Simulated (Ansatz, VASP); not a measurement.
# GaN in VASP and in Ansatz

```
CELL_PARAMETERS angstrom
0.00000 2.19716 2.14083
2.19716 0.00000 2.14083
2.19716 2.19716 0.00000
ATOMIC_POSITIONS crystal
Ga 0.00000 0.00000 0.00000
N 0.75000 0.75000 0.75000
```

Change from the starting cell: strain -0.025 along x and y, -0.050 along z, atoms carried along.

Alike in both runs: task single point; functional r2SCAN; k mesh 10 × 10 × 10; occupations gaussian, width 0.05 eV; no spin polarisation.

```csv
,VASP,Ansatz
version,VASP 6.6.1,Ansatz 0.2.0
potentials or method,"VASP PAW PBE potentials, release 64 (Ga_d, N), cutoff 520 eV","scalar-relativistic, plane waves, PAW"
valence electrons in the cell,18,18
```

```csv
,VASP,Ansatz,Ansatz less VASP
gap on the k mesh at the Fermi level (eV),2.72,2.73,+0.014
least direct gap on the mesh (eV),2.72,2.73,+0.014
pressure (GPa),24.5,23.1,-1.39
"traceless stress, the component that is largest in VASP (GPa)",1.77,1.89,+0.121
```

VASP's potentials were made for PBE, not for r2SCAN.
